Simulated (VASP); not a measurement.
# Co (P6_3/mmc) in VASP: single point with PBE

Aim: the single point of Co with PBE.

Everything below comes from runs of VASP 6.6.1. Logs are shortened: lines on timing, memory, paths and dates and some standing lists are left out, and cuts for length are marked.

## (1) The cell of the first run

Symmetry: P6_3/mmc, No. 194, hexagonal system. Conventional cell: a = 2.510 Å, b = 2.510 Å, c = 4.071 Å, α = 90.00°, β = 90.00°, γ = 120.00°. Co (site symmetry -6m2) has 12 Co at 2.50 to 2.51 Å within 3.3 Å.

## (2) Single point, PBE, collinear spin, ferromagnetic start

The input, INCAR:

```
SYSTEM = Co
ALGO     = Normal         ! electronic algorithm
EDIFF    = 1E-6           ! SCF threshold, eV
ENCUT    = 520            ! plane-wave cutoff, eV
GGA      = PE             ! functional
ISIF     = 2              ! what is computed and relaxed
ISMEAR   = 0              ! smearing method
ISPIN    = 2              ! spin polarisation
LASPH    = .TRUE.         ! aspherical terms in the spheres
LCHARG   = .FALSE.        ! write CHGCAR
LMAXMIX  = 4              ! l up to which the mixer works
LORBIT   = 11             ! projections on sites
LREAL    = .FALSE.        ! projectors in reciprocal space
LWAVE    = .FALSE.        ! write WAVECAR
MAGMOM   = 1.5 1.5        ! initial moments
NBANDS   = 20             ! bands
NELM     = 150            ! most SCF steps
PREC     = Accurate       ! precision mode
SIGMA    = 0.05           ! smearing width, eV
```

The input, KPOINTS:

```
k-points
0
G
  16 16 8
  0 0 0
```

The input, POSCAR:

```
Co
1.0
    2.5100012721      0.0000000000      0.0000000000
   -1.2550006360      2.1737248651      0.0000000000
    0.0000000000      0.0000000000      4.0712220633
Co
2
Direct
    0.3333333333      0.6666666667      0.7500000000
    0.6666666667      0.3333333333      0.2500000000
```

Potentials or basis: VASP PAW PBE potentials, release 64 (Co).

Started as:

```sh
cat potpaw_PBE.64/Co/POTCAR > POTCAR
mpirun -np 1 vasp_std > vasp.out
```

OUTCAR:

```text
SYSTEM = Co
   EDIFF = 1E-6
   ENCUT = 520
   GGA = PE
   ISIF = 2
   ISMEAR = 0
   ISPIN = 2
   LASPH = .TRUE.
   LORBIT = 11
   LREAL = .FALSE.
   NELM = 150
   PREC = Accurate

 ion  position               nearest neighbor table
   1  0.333  0.667  0.750-   2 2.50   2 2.50   2 2.50   2 2.50   2 2.50   2 2.50
   2  0.667  0.333  0.250-   1 2.50   1 2.50   1 2.50   1 2.50   1 2.50   1 2.50

  LATTYP: Found a hexagonal cell.
 ALAT       =     2.5100012721
 C/A-ratio  =     1.6220000000

  Lattice vectors:

 A1 = (   2.5100012721,   0.0000000000,   0.0000000000)
 A2 = (  -1.2550006360,   2.1737248651,   0.0000000000)
 A3 = (   0.0000000000,   0.0000000000,   4.0712220633)

Analysis of symmetry for initial positions (statically):
=====================================================================
 Subroutine PRICEL returns:
 Original cell was already a primitive cell.

 Routine SETGRP: Setting up the symmetry group for a
 hexagonal supercell.

 Subroutine GETGRP returns: Found 24 space group operations
 (whereof 12 operations were pure point group operations)
 out of a pool of 24 trial point group operations.

The static configuration has the point symmetry D_3d.
 The point group associated with its full space group is D_6h.

Analysis of symmetry for dynamics (positions and initial velocities):
=====================================================================
 Subroutine PRICEL returns:
 Original cell was already a primitive cell.

 Routine SETGRP: Setting up the symmetry group for a
 hexagonal supercell.

 Subroutine GETGRP returns: Found 24 space group operations
 (whereof 12 operations were pure point group operations)
 out of a pool of 24 trial point group operations.

The dynamic configuration has the point symmetry D_3d.
 The point group associated with its full space group is D_6h.

Analysis of structural, dynamic, and magnetic symmetry:
=====================================================================
 Subroutine PRICEL returns:
 Original cell was already a primitive cell.

 Routine SETGRP: Setting up the symmetry group for a
 hexagonal supercell.

 Subroutine GETGRP returns: Found 24 space group operations
 (whereof 12 operations were pure point group operations)
 out of a pool of 24 trial point group operations.

The overall configuration has the point symmetry D_3d.
 The point group associated with its full space group is D_6h.

 Subroutine INISYM returns: Found 24 space group operations
 (whereof 12 operations are pure point group operations),
 and found     1 'primitive' translations

----------------------------------------------------------------------------------------

                                     Primitive cell

  volume of cell :      22.2128

  direct lattice vectors                    reciprocal lattice vectors
     2.510001272  0.000000000  0.000000000     0.398406173  0.230019911  0.000000000
    -1.255000636  2.173724865  0.000000000     0.000000000  0.460039822  0.000000000
     0.000000000  0.000000000  4.071222063     0.000000000  0.000000000  0.245626494

  length of vectors
     2.510001272  2.510001272  4.071222063     0.460039822  0.460039822  0.245626494

  position of ions in fractional coordinates (direct lattice)
     0.333333333  0.666666667  0.750000000
     0.666666667  0.333333333  0.250000000

  ion indices of the primitive-cell ions
   primitive index   ion index
                 1           1
                 2           2

----------------------------------------------------------------------------------------

 KPOINTS: k-points

Automatic generation of k-mesh.
 Grid dimensions read from file:
 generate k-points for:   16   16    8

 Generating k-lattice:

  Cartesian coordinates                     Fractional coordinates (reciprocal lattice)
     0.024900386  0.014376244  0.000000000     0.062500000  0.000000000  0.000000000
     0.000000000  0.028752489  0.000000000     0.000000000  0.062500000  0.000000000
     0.000000000  0.000000000  0.030703312     0.000000000  0.000000000  0.125000000

  Length of vectors
     0.028752489  0.028752489  0.030703312

  Shift w.r.t. Gamma in fractional coordinates (k-lattice)
     0.000000000  0.000000000  0.000000000

 Subroutine IBZKPT returns following result:
 ===========================================

 Found    150 irreducible k-points:

 Following reciprocal coordinates:
            Coordinates               Weight
  0.000000  0.000000  0.000000      1.000000
  0.062500 -0.000000  0.000000      6.000000
  0.125000 -0.000000  0.000000      6.000000
  0.187500 -0.000000  0.000000      6.000000
  0.250000 -0.000000  0.000000      6.000000
  0.312500 -0.000000  0.000000      6.000000
[... 16 lines left out ...]
  0.187500  0.187500  0.000000      6.000000
  0.250000  0.187500  0.000000     12.000000
 [... further k-points ...]
   k-points           NKPTS =    150   k-points in BZ     NKDIM =    150   number of bands    NBANDS=     20
   number of dos      NEDOS =    301   number of ions     NIONS =      2
   total plane-waves  NPLWV =  12000
   dimension x,y,z NGX =    20 NGY =   20 NGZ =   30
   dimension x,y,z NGXF=    40 NGYF=   40 NGZF=   60
   ions per type =               2
   NGX,Y,Z   is equivalent  to a cutoff of  13.25, 13.25, 12.25 a.u.
   NGXF,Y,Z  is equivalent  to a cutoff of  26.49, 26.49, 24.50 a.u.
 SYSTEM =  Co
   PREC   = accura    normal or accurate (medium, high low for compatibility)
   ISTART =      0    job   : 0-new  1-cont  2-samecut
   ICHARG =      2    charge: 1-file 2-atom 10-const
   ISPIN  =      2    spin polarized calculation?
   LNONCOLLINEAR =      F non collinear calculations
   LSORBIT =      F    spin-orbit coupling
   LASPH  =      T    aspherical Exc in radial PAW
   ENCUT  =  520.0 eV  38.22 Ry    6.18 a.u.   4.67  4.67  7.57*2*pi/ulx,y,z
   NELM   =    150;   NELMIN=  2; NELMDL= -5     # of ELM steps
   EDIFF  = 0.1E-05   stopping-criterion for ELM
   LREAL  =      F    real-space projection
   EDIFFG = 0.1E-04   stopping-criterion for IOM
   NSW    =      0    number of steps for IOM
   IBRION =     -1    ionic relax: 0-MD 1-quasi-New 2-CG
   NFREE  =      0    steps in history (QN), initial steepest desc. (CG)
   ISIF   =      2    stress and relaxation
   ISYM   =      2    0-nonsym 1-usesym 2-fastsym
   POTIM  = 0.5000    time-step for ionic-motion
   TEBEG  =    0.0;   TEEND  =   0.0 temperature during run
   PSTRESS=    0.0 pullay stress
   NELECT =      18.0000    total number of electrons
   NUPDOWN=      -1.0000    fix difference up-down
   EMIN   =  10.00;   EMAX   =-10.00  energy-range for DOS
   EFERMI =   0.00;   METHOD = LEGACY
   ISMEAR =     0;   SIGMA  =   0.05  broadening in eV -4-tet -1-fermi 0-gaus
   EFERMI_NEDOS =   21; number of points for ismear=-14 and -15
   IALGO  =     38    algorithm
   IMIX   =      4    mixing-type and parameters
     AMIX     =   0.40;   BMIX     =  1.00
     AMIX_MAG =   1.60;   BMIX_MAG =  1.00
  volume/ion in A,a.u.               =      11.11        74.95
  Fermi-wavevector in a.u.,A,eV,Ry     =   1.526270  2.884231 31.694753  2.329499
  Thomas-Fermi vector in A             =   2.634326
   LORBIT       =     11    0 simple, 1 ext, 2 COOP (PROOUT), +10 PAW based schemes
   GGA     = PE    functional components
   LHFCALC =     F    Hartree Fock is set to
   AEXX    =    0.0000 exact exchange contribution
   IVDW    =     0    specifies the selected vdW correction
   LEPSILON=     F    determine dielectric tensor
   LRPA    =     F    only Hartree local field effects (RPA)
 spin polarized calculation
 Gauss-broadening in eV      SIGMA  =   0.05
  energy-cutoff  :      520.00
  volume of cell :       22.21
 maximum number of plane-waves:       614
 NGX is ok and might be reduce to    20
   NGX =  9   NGY =  9   NGZ = 15

 number of electron      18.0000002 magnetization       3.1669342

 Free energy of the ion-electron system (eV)
  ---------------------------------------------------
  ext. energy  EPLUGINS =         0.00000000
  ---------------------------------------------------
  free energy    TOTEN  =       -14.06148074 eV

  energy without entropy =      -14.05972628  energy(sigma->0) =      -14.06060351

 E-fermi :   9.9457     XC(G=0): -13.2663

 val. band max:        9.9395691532   @ k =   0.1875   0.1250   0.2500
 cond. band min:       9.9506266133   @ k =   0.2500   0.0625   0.3750
 fundamental gap:      0.0110574601
 Fermi energy:         9.9456630468

 spin component 1

 k-point     1 :       0.0000    0.0000    0.0000
  band No.  band energies     occupation
      1       1.1663      1.00000
      2       4.9202      1.00000
      3       7.3541      1.00000
      4       7.3923      1.00000
      5       7.3923      1.00000
      6       7.6886      1.00000
[... 12 lines left out ...]
     19      35.4832      0.00000
     20      35.4832      0.00000
[... 507 lines left out ...]
 k-point    24 :       0.2500    0.1875    0.0000
  band No.  band energies     occupation
      1       5.0654      1.00000
      2       5.9138      1.00000
      3       5.9976      1.00000
      4       6.3410      1.00000
      5       7.1111      1.00000
      6       7.6186      1.00000
[... 12 lines left out ...]
     19      30.2434      0.00000
     20      38.0693      0.00000

 [... further k-points ...]

 spin component 2

 k-point     1 :       0.0000    0.0000    0.0000
  band No.  band energies     occupation
      1       1.1400      1.00000
      2       5.8399      1.00000
      3       8.9626      1.00000
      4       9.0038      1.00000
      5       9.0038      1.00000
      6       9.3520      1.00000
[... 12 lines left out ...]
     19      35.7476      0.00000
     20      35.7476      0.00000
[... 507 lines left out ...]
 k-point    24 :       0.2500    0.1875    0.0000
  band No.  band energies     occupation
      1       5.3133      1.00000
      2       7.1182      1.00000
      3       7.2307      1.00000
      4       7.5277      1.00000
      5       8.6626      1.00000
      6       9.1406      1.00000
[... 12 lines left out ...]
     19      30.5636      0.00000
     20      38.3036      0.00000

 [... further k-points ...]

------------------------ aborting loop because EDIFF is reached ----------------------------------------

  FORCE on cell =-STRESS in cart. coord.  units (eV):
  Direction    XX          YY          ZZ          XY          YZ          ZX
  --------------------------------------------------------------------------------------
  -------------------------------------------------------------------------------------
  Total       -0.7602462     -0.7602462     -0.8917545     -0.0000000      0.0000000     -0.0000000
  in kB      -54.8354655    -54.8354655    -64.3209684     -0.0000000      0.0000000     -0.0000000
  external PRESSURE =     -57.9972998 kB  Pullay stress =       0.0000000 kB

 VOLUME and BASIS-vectors are now :
 -----------------------------------------------------------------------------
  energy-cutoff  :      520.00
  volume of cell :       22.21
      direct lattice vectors                 reciprocal lattice vectors
     2.510001272  0.000000000  0.000000000     0.398406173  0.230019911  0.000000000
    -1.255000636  2.173724865  0.000000000     0.000000000  0.460039822  0.000000000
     0.000000000  0.000000000  4.071222063     0.000000000  0.000000000  0.245626494

 POSITION                                       TOTAL-FORCE (eV/Angst)
 -----------------------------------------------------------------------------------
     -0.00000      1.44915      3.05342         0.000000      0.000000      0.000000
      1.25500      0.72457      1.01781        -0.000000      0.000000      0.000000
 -----------------------------------------------------------------------------------
    total drift:                               -0.000000      0.000000     -0.000000

  FREE ENERGIE OF THE ION-ELECTRON SYSTEM (eV)
  ---------------------------------------------------
  free  energy   TOTEN  =       -14.0614807393 eV

  energy  without entropy=      -14.0597262780  energy(sigma->0) =      -14.06060351

 total charge

# of ion       s       p       d       tot
------------------------------------------
    1        0.478   0.499   7.252   8.229
    2        0.478   0.499   7.252   8.229
--------------------------------------------------
tot          0.955   0.999  14.504  16.458

 magnetization (x)

# of ion       s       p       d       tot
------------------------------------------
    1       -0.016  -0.056   1.683   1.610
    2       -0.016  -0.056   1.683   1.610
--------------------------------------------------
tot         -0.032  -0.113   3.365   3.220
```

Run time: 3.4 min. Hardware: 1 thread of AMD EPYC 7R13, shared host; peak memory 0.18 GiB.

Results:

| Quantity | Value |
| --- | --- |
| Free energy | -14.0615 eV |
| Pressure | -5.8 GPa |
| Net moment | 3.17 μB per cell |
| Site moments | Co +1.61 μB |
| Valence electrons inside the program's atomic spheres | Co 8.23 |

Caveat: the cell stands under tension.
